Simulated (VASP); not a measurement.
# H10CO6 in VASP: further runs

H10CO6 is run at these levels: PBE+D3(BJ); tasks: single point.

Program: VASP 6.6.1. These are calculated values, not measurements. Logs are shortened: lines on timing, memory, paths and dates and some standing lists are left out, and cuts for length are marked.

## (1) The cell of the first run

The cell holds a disordered packing, 17 atoms: a = 5.481 Å, b = 5.481 Å, c = 5.481 Å, α = 90.00°, β = 90.00°, γ = 90.00°.

## (2) Single point, PBE+D3(BJ)

File INCAR:

```
SYSTEM = H10CO6
PREC = Accurate
ENCUT = 520
EDIFF = 1E-6
ISMEAR = -1
SIGMA = 0.02
LREAL = Auto
LASPH = .TRUE.
NELM = 60
ALGO = Normal
ISIF = 2
LWAVE = .FALSE.
LCHARG = .FALSE.
GGA = PE
IVDW = 12
NBANDS = 39
```

File KPOINTS:

```
regular mesh
0
G
  1 1 1
  0 0 0
```

File POSCAR:

```
H10CO6
1.0
    5.4814800000      0.0000000000      0.0000000000
    0.0000000000      5.4814800000      0.0000000000
    0.0000000000      0.0000000000      5.4814800000
O H C
6 10 1
Direct
    0.0339912624      1.0482631051      0.0166293291
    0.8664781858      0.4015612022      0.6488436214
    0.2902018790      0.6987332749      0.1842077099
    0.6451755787      0.8104462197      0.8102180504
    0.4606347729      0.2519378584      0.0428384020
    0.4644751346      0.0994719329      0.4281146789
   -0.0926490752      0.9688723601     -0.0882773849
    0.1053762296      0.9043041266      0.1062743067
    0.9713315574      0.3279118824      0.7723505648
    0.7279516131      0.2892281089      0.6421376854
    0.4157434747      0.7096017558      0.0545301077
    0.2583673583      0.5258394031      0.2028436608
    0.7231283343      0.6596742202      0.7444050726
    0.5699061272      0.8939290540      0.6696808922
    0.2883378751      0.1794447885      0.0238526003
    0.7692288766      0.2069314343      0.2363709556
    0.5682068155      0.1837532729      0.2489062471
```

Potentials or basis: VASP PAW PBE potentials, release 64 (O, H, C).

Run with:

```
> cat potpaw_PBE.64/O/POTCAR potpaw_PBE.64/H/POTCAR potpaw_PBE.64/C/POTCAR > POTCAR
> mpirun -np 1 vasp_gam > vasp.out
```

OUTCAR:

```text
SYSTEM = H10CO6
   PREC = Accurate
   ENCUT = 520
   EDIFF = 1E-6
   ISMEAR = -1
   LREAL = Auto
   LASPH = .TRUE.
   NELM = 60
   ISIF = 2
   GGA = PE
   IVDW = 12
 IVDW          = 12

 ion  position               nearest neighbor table
   1  0.034  0.048  0.017-   7 1.00   8 1.01
   2  0.866  0.402  0.649-   9 0.98  10 0.98
   3  0.290  0.699  0.184-  12 0.97  11 0.99
   4  0.645  0.810  0.810-  14 0.99  13 1.00
   5  0.461  0.252  0.043-  15 1.03  17 1.33
   6  0.464  0.099  0.428-  17 1.23
   7  0.907  0.969  0.912-   1 1.00
   8  0.105  0.904  0.106-   1 1.01
   9  0.971  0.328  0.772-   2 0.98
  10  0.728  0.289  0.642-   2 0.98
  11  0.416  0.710  0.055-   3 0.99
  12  0.258  0.526  0.203-   3 0.97
  13  0.723  0.660  0.744-   4 1.00
  14  0.570  0.894  0.670-   4 0.99
  15  0.288  0.179  0.024-   5 1.03
  16  0.769  0.207  0.236-  17 1.11
  17  0.568  0.184  0.249-  16 1.11   6 1.23   5 1.33

  LATTYP: Found a simple cubic cell.
 ALAT       =     5.4814800000

  Lattice vectors:

 A1 = (   5.4814800000,   0.0000000000,   0.0000000000)
 A2 = (   0.0000000000,   5.4814800000,   0.0000000000)
 A3 = (   0.0000000000,   0.0000000000,   5.4814800000)

Analysis of symmetry for initial positions (statically):
=====================================================================
 Subroutine PRICEL returns:
 Original cell was already a primitive cell.

 Routine SETGRP: Setting up the symmetry group for a
 simple cubic supercell.

 Subroutine GETGRP returns: Found  1 space group operations
 (whereof  1 operations were pure point group operations)
 out of a pool of 48 trial point group operations.

The static configuration has the point symmetry C_1 .

Analysis of symmetry for dynamics (positions and initial velocities):
=====================================================================
 Subroutine PRICEL returns:
 Original cell was already a primitive cell.

 Routine SETGRP: Setting up the symmetry group for a
 simple cubic supercell.

 Subroutine GETGRP returns: Found  1 space group operations
 (whereof  1 operations were pure point group operations)
 out of a pool of 48 trial point group operations.

The dynamic configuration has the point symmetry C_1 .

 Subroutine INISYM returns: Found  1 space group operations
[... 104 lines left out ...]
   LREAL  =      T    real-space projection
   EDIFFG = 0.1E-04   stopping-criterion for IOM
   NSW    =      0    number of steps for IOM
   IBRION =     -1    ionic relax: 0-MD 1-quasi-New 2-CG
   NFREE  =      0    steps in history (QN), initial steepest desc. (CG)
   ISIF   =      2    stress and relaxation
   ISYM   =      2    0-nonsym 1-usesym 2-fastsym
   POTIM  = 0.5000    time-step for ionic-motion
   TEBEG  =    0.0;   TEEND  =   0.0 temperature during run
   PSTRESS=    0.0 pullay stress
   NELECT =      50.0000    total number of electrons
   NUPDOWN=      -1.0000    fix difference up-down
   EMIN   =  10.00;   EMAX   =-10.00  energy-range for DOS
   EFERMI =   0.00;   METHOD = LEGACY
   ISMEAR =    -1;   SIGMA  =   0.02  broadening in eV -4-tet -1-fermi 0-gaus
   EFERMI_NEDOS =   21; number of points for ismear=-14 and -15
   IALGO  =     38    algorithm
   IMIX   =      4    mixing-type and parameters
     AMIX     =   0.40;   BMIX     =  1.00
     AMIX_MAG =   1.60;   BMIX_MAG =  1.00
  volume/ion in A,a.u.               =       9.69        65.38
  Fermi-wavevector in a.u.,A,eV,Ry     =   1.100273  2.079214 16.471213  1.210600
  Thomas-Fermi vector in A             =   2.236681
   LORBIT       =      0    0 simple, 1 ext, 2 COOP (PROOUT), +10 PAW based schemes
   GGA     = PE    functional components
   LHFCALC =     F    Hartree Fock is set to
   AEXX    =    0.0000 exact exchange contribution
   IVDW    =    12    specifies the selected vdW correction
   LEPSILON=     F    determine dielectric tensor
   LRPA    =     F    only Hartree local field effects (RPA)
 non-spin polarized calculation
  energy-cutoff  :      520.00
  volume of cell :      164.70
 maximum number of plane-waves:      2193
 NGX is ok and might be reduce to    42
   NGX = 21   NGY = 21   NGZ = 21

 number of electron      49.9999998 magnetization

 Free energy of the ion-electron system (eV)
  ---------------------------------------------------
  ext. energy  EPLUGINS =         0.00000000
  ---------------------------------------------------
  free energy    TOTEN  =       -88.44009713 eV

  energy without entropy =      -88.44009713  energy(sigma->0) =      -88.44009713

 E-fermi :  -2.4295     XC(G=0):  -7.2489

 val. band max:       -2.9816901306   @ k =   0.0000   0.0000   0.0000
 cond. band min:       2.3756836071   @ k =   0.0000   0.0000   0.0000
 fundamental gap:      5.3573737377
 Fermi energy:        -2.4294840925

 k-point     1 :       0.0000    0.0000    0.0000
  band No.  band energies     occupation
      1     -24.0970      2.00000
      2     -21.9991      2.00000
      3     -21.9816      2.00000
      4     -21.6419      2.00000
      5     -21.2021      2.00000
      6     -21.0579      2.00000
[... 29 lines left out ...]
     36       9.0517      0.00000
     37       9.2610      0.00000
 [bands above 37 left out]

------------------------ aborting loop because EDIFF is reached ----------------------------------------

 Edisp (eV)   -0.71275

 E8    (eV) :    -0.1542

  FORCE on cell =-STRESS in cart. coord.  units (eV):
  Direction    XX          YY          ZZ          XY          YZ          ZX
  --------------------------------------------------------------------------------------
  -------------------------------------------------------------------------------------
  Total       0.67539     2.36092     0.59108    -0.95398     0.50702    -0.02446
  in kB       6.57014    22.96668     5.74992    -9.28017     4.93224    -0.23797
  external pressure =       11.76 kB  Pullay stress =        0.00 kB

 VOLUME and BASIS-vectors are now :
 -----------------------------------------------------------------------------
  energy-cutoff  :      520.00
  volume of cell :      164.70
      direct lattice vectors                 reciprocal lattice vectors
     5.481480000  0.000000000  0.000000000     0.182432482  0.000000000  0.000000000
     0.000000000  5.481480000  0.000000000     0.000000000  0.182432482  0.000000000
     0.000000000  0.000000000  5.481480000     0.000000000  0.000000000  0.182432482

 POSITION                                       TOTAL-FORCE (eV/Angst)
 -----------------------------------------------------------------------------------
      0.18632      0.26455      0.09115        -0.134306      0.086768     -0.060740
      4.74958      2.20115      3.55662        -0.018864      0.010377      0.041053
      1.59074      3.83009      1.00973         0.079632     -0.130317      0.087845
      3.53652      4.44244      4.44119         0.013889     -0.019267      0.065518
      2.52496      1.38099      0.23482        -0.034458      0.032330     -0.147171
      2.54601      0.54525      2.34670        -0.099548     -0.118512      0.367683
[... 9 lines left out ...]
      4.21651      1.13429      1.29566        -0.110790      0.073647      0.057229
      3.11461      1.00724      1.36437         0.361653      0.115071     -0.316875
 -----------------------------------------------------------------------------------
    total drift:                               -0.005990      0.003998      0.002648

  FREE ENERGIE OF THE ION-ELECTRON SYSTEM (eV)
  ---------------------------------------------------
  free  energy   TOTEN  =       -89.1528427818 eV

  energy  without entropy=      -89.1528427818  energy(sigma->0) =      -89.15284278
```

OSZICAR:

```text
N       E                     dE             d eps       ncg     rms          rms(c)
DAV:   1     0.415076754945E+03    0.41508E+03   -0.27564E+04    78   0.118E+03
DAV:   2    -0.573886861980E+02   -0.47247E+03   -0.45270E+03   101   0.304E+02
DAV:   3    -0.955424998291E+02   -0.38154E+02   -0.37924E+02    92   0.926E+01
DAV:   4    -0.960770814316E+02   -0.53458E+00   -0.53370E+00   108   0.120E+01
DAV:   5    -0.960844787569E+02   -0.73973E-02   -0.73952E-02   100   0.141E+00    0.177E+01
DAV:   6    -0.887110378828E+02    0.73734E+01   -0.20819E+01   100   0.244E+01    0.701E+00
DAV:   7    -0.885373806180E+02    0.17366E+00   -0.17006E+00    92   0.595E+00    0.431E+00
DAV:   8    -0.884433982443E+02    0.93982E-01   -0.31047E-01   100   0.359E+00    0.913E-01
DAV:   9    -0.884389215964E+02    0.44766E-02   -0.42066E-02    92   0.122E+00    0.339E-01
DAV:  10    -0.884405063024E+02   -0.15847E-02   -0.20653E-02   100   0.917E-01    0.204E-01
DAV:  11    -0.884401087631E+02    0.39754E-03   -0.32095E-03    92   0.383E-01    0.797E-02
DAV:  12    -0.884401343595E+02   -0.25596E-04   -0.66934E-04    92   0.149E-01    0.309E-02
DAV:  13    -0.884401025014E+02    0.31858E-04   -0.63368E-05    92   0.509E-02    0.980E-03
DAV:  14    -0.884400979779E+02    0.45235E-05   -0.69498E-06   100   0.158E-02    0.442E-03
DAV:  15    -0.884400971252E+02    0.85271E-06   -0.27030E-06    84   0.964E-03
   1 F= -.89152843E+02 E0= -.89152843E+02  d E =-.116840E-11
```

Wall time 26 s (1 thread of Intel Xeon 8259CL, shared host); peak memory 0.24 GiB.

What came out:

| Item | Value |
| --- | --- |
| Free energy | -89.1528 eV |
| Pressure | 1.2 GPa |
| Largest force | 0.494 eV/Å |
| Dispersion energy per atom | -0.042 eV |

Forces in eV/Å, atoms in the order of the input:
```
O   -0.134  0.087 -0.061
O   -0.019  0.010  0.041
O    0.080 -0.130  0.088
O    0.014 -0.019  0.066
O   -0.034  0.032 -0.147
O   -0.100 -0.119  0.368
H   -0.043  0.048 -0.021
H    0.138 -0.144  0.077
H    0.113  0.006  0.017
H   -0.080 -0.021 -0.055
H    0.010  0.011 -0.031
H   -0.110  0.068  0.035
H    0.036 -0.045 -0.024
H   -0.056  0.014 -0.029
H   -0.065  0.014 -0.064
H   -0.111  0.074  0.057
C    0.362  0.115 -0.317
```

Caveat: the k points lie up to 1.15 Å⁻¹ apart.

## (3) Single point, PBE+D3(BJ)

File INCAR:

```
SYSTEM = H10CO6
ALGO = Normal
EDIFF = 1E-6
ENCUT = 520
GGA = PE
ISIF = 2
ISMEAR = -1
IVDW = 12
LASPH = .TRUE.
LCHARG = .TRUE.
LELF = .TRUE.
LREAL = Auto
LVHAR = .TRUE.
LWAVE = .FALSE.
NBANDS = 39
NELM = 60
PREC = Accurate
SIGMA = 0.02
```

File KPOINTS:

```
k-points
0
G
  1 1 1
  0 0 0
```

File POSCAR:

```
H10CO6
1.0
    5.4814800000      0.0000000000      0.0000000000
    0.0000000000      5.4814800000      0.0000000000
    0.0000000000      0.0000000000      5.4814800000
O H C
6 10 1
Direct
    0.0430905522      1.0847800229      0.0736479929
    0.8643103687      0.4131365981      0.6721177492
    0.3138203551      0.6916745113      0.2135007334
    0.5630048819      0.8382772536      0.8364711720
    0.4653852609      0.2748345337      0.0419412276
    0.4604230974      0.1060844881      0.4219298438
   -0.0392412268      0.9709603976     -0.0402628487
    0.1449243635      0.9494151215      0.1763027504
    1.0254894663      0.3741325335      0.7366806045
    0.8153272474      0.2630129089      0.5934711063
    0.3885082131      0.6951589717      0.0468486613
    0.2216919518      0.5323562250      0.2397710107
    0.6719900465      0.7106292461      0.7723826412
    0.4758021556      0.9148806527      0.7142414093
    0.2950298095      0.2088122186      0.0613155571
    0.7955515664      0.2584338536      0.2596926378
    0.5644460985      0.1972459993      0.2604406109
```

Potentials or basis: VASP PAW PBE potentials, release 64 (O, H, C).

Run with:

```
> cat potpaw_PBE.64/O/POTCAR potpaw_PBE.64/H/POTCAR potpaw_PBE.64/C/POTCAR > POTCAR
> mpirun -np 1 vasp_gam > vasp.out
```

Wall time 33 s (1 thread of Intel Xeon 8259CL, shared host); peak memory 0.24 GiB.

Results (log left out):

```yaml
Free_energy: -87.4971 eV
Pressure: 1.4 GPa
Largest_force: 8.166 eV/Å
Dispersion_energy_per_atom: -0.042 eV
```

Forces in eV/Å, atoms in the order of the input:
```
O    0.973 -2.296  0.928
O    0.616  0.437  0.156
O   -1.744 -1.039  0.715
O    2.053 -1.961  2.500
O    0.902 -0.583  2.064
O   -2.321 -1.934  3.397
H   -0.111  0.644  0.131
H   -0.959  0.788 -0.799
H   -0.100  0.098  0.085
H   -0.390 -0.158  0.024
H    0.126 -0.143  0.299
H    1.029  1.858 -0.506
H   -0.501 -0.048 -0.414
H   -1.039  1.225 -2.548
H   -0.541  0.023 -1.062
H   -3.113 -1.074 -0.156
C    5.119  4.162 -4.812
```

Stress tensor (GPa, compression positive):
```
-0.32  0.05 -1.99
 0.05  0.63  0.10
-1.99  0.10  3.74
```

Levels at points of the mesh, in eV from the Fermi level:
```csv
k point,band 23,band 24,band 25,band 26,band 27,band 28
"(0.00, 0.00, 0.00)",-1.24,-0.96,-0.54,4.31,5.19,7.28
```

Caveat: the k points lie up to 1.15 Å⁻¹ apart.
